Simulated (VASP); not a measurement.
# W (C2/m) in VASP: single point with PBE

Aim: the single point of W with PBE.

Program: VASP 6.6.1. These are calculated values, not measurements. Logs are shortened: lines on timing, memory, paths and dates and some standing lists are left out, and cuts for length are marked.

**1. The cell of the first run**

The structure is monoclinic, space group C2/m (No. 12). The conventional cell has a = 5.036 Å, b = 2.908 Å, c = 2.644 Å, α = 90.00°, β = 120.56°, γ = 90.00°. Within 3.5 Å of W (site symmetry 2/m) lie 12 W at 2.64 to 2.95 Å.

**2. Single point, PBE**

File INCAR:

```
SYSTEM = W
PREC = Accurate ; ENCUT = 520
EDIFF = 1E-7 ; ISMEAR = 0
SIGMA = 0.1 ; LREAL = .False.
LASPH = .True. ; NELM = 60
ALGO = Fast ; ISIF = 2
LWAVE = .False. ; LCHARG = .False.
GGA = PE ; ISYM = 0
NBANDS = 13
```

File KPOINTS:

```
Automatic mesh
0
Gamma
  12 12 15
  0 0 0
```

File POSCAR:

```
W
1.0
    2.9017983415     -0.0033772240     -0.1843124708
   -1.4538239325      2.5180969164      0.0000000000
    1.3054086141      0.7536780147      2.1718920712
W
1
Direct
    0.0000000000      0.0000000000      0.0000000000
```

Potentials or basis: VASP PAW PBE potentials, release 64 (W_sv).

On the command line:

```sh
$ cat potpaw_PBE.64/W_sv/POTCAR > POTCAR
$ mpirun -np 1 vasp_std > vasp.out
```

OUTCAR:

```text
SYSTEM = W
   PREC = Accurate
   ENCUT = 520
   EDIFF = 1E-7
   ISMEAR = 0
   LREAL = .False.
   LASPH = .True.
   NELM = 60
   ISIF = 2
   GGA = PE
   ISYM = 0

 ion  position               nearest neighbor table
   1  0.000  0.000  0.000-

IMPORTANT INFORMATION: All symmetrisations will be switched off!
NOSYMM: (Re-)initialisation of all symmetry stuff for point group C_1.

----------------------------------------------------------------------------------------

                                     Primitive cell

  volume of cell :      16.6672

  direct lattice vectors                    reciprocal lattice vectors
     2.901798342 -0.003377224 -0.184312471     0.328131820  0.189446994 -0.262963407
    -1.453823932  2.518096916  0.000000000    -0.007894391  0.392567474 -0.131481703
     1.305408614  0.753678015  2.171892071     0.027846129  0.016076970  0.438112270

  length of vectors
     2.907647865  2.907647865  2.643716582     0.461205386  0.414076058  0.439290606

  position of ions in fractional coordinates (direct lattice)
     0.000000000  0.000000000  0.000000000

  ion indices of the primitive-cell ions
   primitive index   ion index
                 1           1

----------------------------------------------------------------------------------------

 KPOINTS: Automatic mesh

Automatic generation of k-mesh.
 Grid dimensions read from file:
 generate k-points for:   12   12   15

 Generating k-lattice:

  Cartesian coordinates                     Fractional coordinates (reciprocal lattice)
     0.027344318  0.015787250 -0.021913617     0.083333333  0.000000000  0.000000000
    -0.000657866  0.032713956 -0.010956809     0.000000000  0.083333333  0.000000000
     0.001856409  0.001071798  0.029207485     0.000000000  0.000000000  0.066666667

  Length of vectors
     0.038433782  0.034506338  0.029286040

  Shift w.r.t. Gamma in fractional coordinates (k-lattice)
     0.000000000  0.000000000  0.000000000

 Subroutine IBZKPT returns following result:
 ===========================================

 Found   1082 irreducible k-points:

 Following reciprocal coordinates:
            Coordinates               Weight
  0.000000  0.000000  0.000000      1.000000
  0.083333  0.000000 -0.000000      2.000000
  0.166667  0.000000  0.000000      2.000000
  0.250000  0.000000  0.000000      2.000000
  0.333333  0.000000 -0.000000      2.000000
  0.416667  0.000000  0.000000      2.000000
[... 16 lines left out ...]
 -0.250000  0.166667  0.000000      2.000000
  0.166667  0.166667  0.000000      2.000000
 [... further k-points ...]
   k-points           NKPTS =   1082   k-points in BZ     NKDIM =   1082   number of bands    NBANDS=     13
   number of dos      NEDOS =    301   number of ions     NIONS =      1
   total plane-waves  NPLWV =  11520
   dimension x,y,z NGX =    24 NGY =   24 NGZ =   20
   dimension x,y,z NGXF=    48 NGYF=   48 NGZF=   40
   ions per type =               1
   NGX,Y,Z   is equivalent  to a cutoff of  13.72, 13.72, 12.58 a.u.
   NGXF,Y,Z  is equivalent  to a cutoff of  27.44, 27.44, 25.15 a.u.
 SYSTEM =  W
   PREC   = accura    normal or accurate (medium, high low for compatibility)
   ISTART =      0    job   : 0-new  1-cont  2-samecut
   ICHARG =      2    charge: 1-file 2-atom 10-const
   ISPIN  =      1    spin polarized calculation?
   LNONCOLLINEAR =      F non collinear calculations
   LSORBIT =      F    spin-orbit coupling
   LASPH  =      T    aspherical Exc in radial PAW
   ENCUT  =  520.0 eV  38.22 Ry    6.18 a.u.   5.41  5.41  4.92*2*pi/ulx,y,z
   NELM   =     60;   NELMIN=  2; NELMDL= -5     # of ELM steps
   EDIFF  = 0.1E-06   stopping-criterion for ELM
   LREAL  =      F    real-space projection
   EDIFFG = 0.1E-05   stopping-criterion for IOM
   NSW    =      0    number of steps for IOM
   IBRION =     -1    ionic relax: 0-MD 1-quasi-New 2-CG
   NFREE  =      0    steps in history (QN), initial steepest desc. (CG)
   ISIF   =      2    stress and relaxation
   ISYM   =      0    0-nonsym 1-usesym 2-fastsym
   POTIM  = 0.5000    time-step for ionic-motion
   TEBEG  =    0.0;   TEEND  =   0.0 temperature during run
   PSTRESS=    0.0 pullay stress
   NELECT =      14.0000    total number of electrons
   NUPDOWN=      -1.0000    fix difference up-down
   EMIN   =  10.00;   EMAX   =-10.00  energy-range for DOS
   EFERMI =   0.00;   METHOD = LEGACY
   ISMEAR =     0;   SIGMA  =   0.10  broadening in eV -4-tet -1-fermi 0-gaus
   EFERMI_NEDOS =   21; number of points for ismear=-14 and -15
   IALGO  =     68    algorithm
   IMIX   =      4    mixing-type and parameters
     AMIX     =   0.40;   BMIX     =  1.00
     AMIX_MAG =   1.60;   BMIX_MAG =  1.00
  volume/ion in A,a.u.               =      16.67       112.48
  Fermi-wavevector in a.u.,A,eV,Ry     =   1.544650  2.918965 32.462730  2.385943
  Thomas-Fermi vector in A             =   2.650141
   LORBIT       =      0    0 simple, 1 ext, 2 COOP (PROOUT), +10 PAW based schemes
   GGA     = PE    functional components
   LHFCALC =     F    Hartree Fock is set to
   AEXX    =    0.0000 exact exchange contribution
   IVDW    =     0    specifies the selected vdW correction
   LEPSILON=     F    determine dielectric tensor
   LRPA    =     F    only Hartree local field effects (RPA)
 non-spin polarized calculation
 RMM-DIIS sequential band-by-band and
 Gauss-broadening in eV      SIGMA  =   0.10
  energy-cutoff  :      520.00
  volume of cell :       16.67
 maximum number of plane-waves:       471
 NGX is ok and might be reduce to    24
   NGX = 11   NGY = 11   NGZ =  9

 number of electron      13.9999999 magnetization

 Free energy of the ion-electron system (eV)
  ---------------------------------------------------
  ext. energy  EPLUGINS =         0.00000000
  ---------------------------------------------------
  free energy    TOTEN  =       -12.53789206 eV

  energy without entropy =      -12.53377125  energy(sigma->0) =      -12.53583166

 E-fermi :  10.4306     XC(G=0): -13.3396

 val. band max:       10.4259572412   @ k =   0.0833   0.0833   0.2000
 cond. band min:      10.4419447092   @ k =  -0.0833   0.0833   0.2000
 fundamental gap:      0.0159874680
 Fermi energy:        10.4306243885

 k-point     1 :       0.0000    0.0000    0.0000
  band No.  band energies     occupation
      1     -63.4418      2.00000
      2     -27.1767      2.00000
      3     -27.1685      2.00000
      4     -26.8607      2.00000
      5       1.3830      2.00000
      6       8.6376      2.00000
      7       9.4032      2.00000
      8      11.2368      0.00000
      9      11.7984      0.00000
     10      13.8743      0.00000
     11      23.0679      0.00000
     12      26.4583      0.00000
     13      28.0453      0.00000

 k-point     2 :       0.0833    0.0000   -0.0000
  band No.  band energies     occupation
      1     -63.4351      2.00000
      2     -27.2364      2.00000
      3     -27.1988      2.00000
      4     -26.8772      2.00000
      5       1.7290      2.00000
      6       8.4061      2.00000
      7       9.6563      2.00000
      8      11.2816      0.00000
      9      11.4864      0.00000
     10      13.9673      0.00000
     11      23.7499      0.00000
     12      26.6222      0.00000
     13      28.1431      0.00000

 k-point     3 :       0.1667    0.0000    0.0000
  band No.  band energies     occupation
      1     -63.4167      2.00000
      2     -27.4185      2.00000
      3     -27.2588      2.00000
      4     -26.9216      2.00000
      5       2.6881      2.00000
      6       7.8273      2.00000
      7      10.2645      1.98117
      8      10.4012      1.32267
      9      12.0632      0.00000
     10      14.2296      0.00000
     11      25.5739      0.00000
     12      27.0922      0.00000
     13      28.1537      0.00000

 k-point     4 :       0.2500    0.0000    0.0000
  band No.  band energies     occupation
      1     -63.3914      2.00000
      2     -27.6590      2.00000
      3     -27.3398      2.00000
      4     -26.9812      2.00000
      5       3.9491      2.00000
      6       7.1333      2.00000
      7       9.4011      2.00000
      8      11.5929      0.00000
      9      13.0288      0.00000
     10      14.6090      0.00000
     11      27.1637      0.00000
     12      27.4952      0.00000
     13      28.1629      0.00000

 k-point     5 :       0.3333    0.0000   -0.0000
  band No.  band energies     occupation
      1     -63.3661      2.00000
      2     -27.8905      2.00000
      3     -27.4198      2.00000
      4     -27.0401      2.00000
      5       4.7889      2.00000
      6       6.5055      2.00000
      7       9.6343      2.00000
      8      13.1367      0.00000
      9      14.2420      0.00000
     10      15.0172      0.00000
     11      24.9493      0.00000
     12      25.8635      0.00000
     13      27.6506      0.00000

 k-point     6 :       0.4167    0.0000    0.0000
  band No.  band energies     occupation
      1     -63.3475      2.00000
      2     -28.0546      2.00000
      3     -27.4777      2.00000
      4     -27.0828      2.00000
      5       4.8696      2.00000
      6       6.0751      2.00000
      7      11.0606      0.00000
      8      14.7829      0.00000
      9      15.3436      0.00000
     10      15.4254      0.00000
     11      22.5932      0.00000
     12      22.8653      0.00000
     13      25.5507      0.00000

 k-point     7 :       0.5000    0.0000    0.0000
  band No.  band energies     occupation
      1     -63.3407      2.00000
      2     -28.1136      2.00000
      3     -27.4987      2.00000
      4     -27.0984      2.00000
      5       4.8024      2.00000
      6       5.9258      2.00000
      7      12.0048      0.00000
      8      15.4329      0.00000
      9      15.7243      0.00000
     10      15.9777      0.00000
     11      21.4098      0.00000
     12      21.4160      0.00000
     13      24.6601      0.00000
[... 193 lines left out ...]
 k-point    20 :      -0.0000    0.1667   -0.0000
  band No.  band energies     occupation
      1     -63.4223      2.00000
      2     -27.4218      2.00000
      3     -27.2084      2.00000
      4     -26.8812      2.00000
      5       2.4163      2.00000
      6       8.5103      2.00000
      7       9.1223      2.00000
      8      11.6215      0.00000
      9      11.9389      0.00000
     10      13.5986      0.00000
     11      24.8171      0.00000
     12      25.1378      0.00000
     13      28.6634      0.00000

 k-point    21 :      -0.1667    0.1667   -0.0000
  band No.  band energies     occupation
      1     -63.4223      2.00000
      2     -27.4218      2.00000
      3     -27.2084      2.00000
      4     -26.8812      2.00000
      5       2.4163      2.00000
      6       8.5103      2.00000
      7       9.1223      2.00000
      8      11.6215      0.00000
      9      11.9389      0.00000
     10      13.5986      0.00000
     11      24.8171      0.00000
     12      25.1378      0.00000
     13      28.6634      0.00000

 k-point    22 :       0.0833    0.1667    0.0000
  band No.  band energies     occupation
      1     -63.4064      2.00000
      2     -27.5901      2.00000
      3     -27.2461      2.00000
      4     -26.9194      2.00000
      5       3.2516      2.00000
      6       8.0587      2.00000
      7       9.1656      2.00000
      8      11.7801      0.00000
      9      11.9340      0.00000
     10      14.1314      0.00000
     11      24.4986      0.00000
     12      26.1600      0.00000
     13      29.9243      0.00000

 k-point    23 :      -0.2500    0.1667    0.0000
  band No.  band energies     occupation
      1     -63.4064      2.00000
      2     -27.5901      2.00000
      3     -27.2461      2.00000
      4     -26.9194      2.00000
      5       3.2516      2.00000
      6       8.0587      2.00000
      7       9.1656      2.00000
      8      11.7801      0.00000
      9      11.9340      0.00000
     10      14.1314      0.00000
     11      24.4986      0.00000
     12      26.1600      0.00000
     13      29.9243      0.00000

 k-point    24 :       0.1667    0.1667    0.0000
  band No.  band energies     occupation
      1     -63.3844      2.00000
      2     -27.7687      2.00000
      3     -27.3440      2.00000
      4     -26.9711      2.00000
      5       4.4003      2.00000
      6       7.5415      2.00000
      7       8.6675      2.00000
      8      12.4822      0.00000
      9      12.7014      0.00000
     10      14.8165      0.00000
     11      24.1183      0.00000
     12      26.3253      0.00000
     13      29.6337      0.00000

 [... further k-points ...]
[... 5 lines left out ...]
  --------------------------------------------------------------------------------------
  -------------------------------------------------------------------------------------
  Total       -0.2412831     -0.5278650      0.0656592      0.2481865      0.0141762      0.0245535
  in kB      -23.1939737    -50.7424089      6.3116641     23.8575774      1.3627205      2.3602690
  external PRESSURE =     -22.5415728 kB  Pullay stress =       0.0000000 kB

 VOLUME and BASIS-vectors are now :
 -----------------------------------------------------------------------------
  energy-cutoff  :      520.00
  volume of cell :       16.67
      direct lattice vectors                 reciprocal lattice vectors
     2.901798342 -0.003377224 -0.184312471     0.328131820  0.189446994 -0.262963407
    -1.453823932  2.518096916  0.000000000    -0.007894391  0.392567474 -0.131481703
     1.305408614  0.753678015  2.171892071     0.027846129  0.016076970  0.438112270

 POSITION                                       TOTAL-FORCE (eV/Angst)
 -----------------------------------------------------------------------------------
      0.00000      0.00000      0.00000         0.000000     -0.000000      0.000000
 -----------------------------------------------------------------------------------
    total drift:                                0.000000     -0.000000      0.000000

  FREE ENERGIE OF THE ION-ELECTRON SYSTEM (eV)
  ---------------------------------------------------
  free  energy   TOTEN  =       -12.5378920646 eV

  energy  without entropy=      -12.5337712481  energy(sigma->0) =      -12.53583166
```

Run time: 3.9 min. Hardware: 1 thread of Intel Xeon 8259CL, shared host; peak memory 0.33 GiB.

Results:

```
Free energy            : -12.5379 eV
Pressure               : -2.3 GPa
Band gap on the k mesh : zero (band 7 reaches 13.66 eV, above the bottom of band 8 at 9.85 eV)
```

Stress tensor (GPa, compression positive):
```
-2.32  2.39  0.24
 2.39 -5.07  0.14
 0.24  0.14  0.63
```

Levels at points of the mesh, in eV from the Fermi level:
| k point | band 5 | band 6 | band 7 | band 8 | band 9 | band 10 |
| --- | --- | --- | --- | --- | --- | --- |
| (0.00, 0.00, 0.00) | -9.05 | -1.79 | -1.03 | 0.81 | 1.37 | 3.44 |
| (0.50, 0.00, 0.00) | -5.63 | -4.50 | 1.57 | 5.00 | 5.29 | 5.55 |
| (0.00, 0.50, 0.00) | -5.78 | -2.14 | -0.01 | 0.81 | 4.51 | 4.88 |
| (0.50, 0.50, 0.00) | -5.78 | -2.14 | -0.01 | 0.81 | 4.51 | 4.88 |

Caveat: spin-orbit coupling is left out, which moves the levels of the heavy elements.
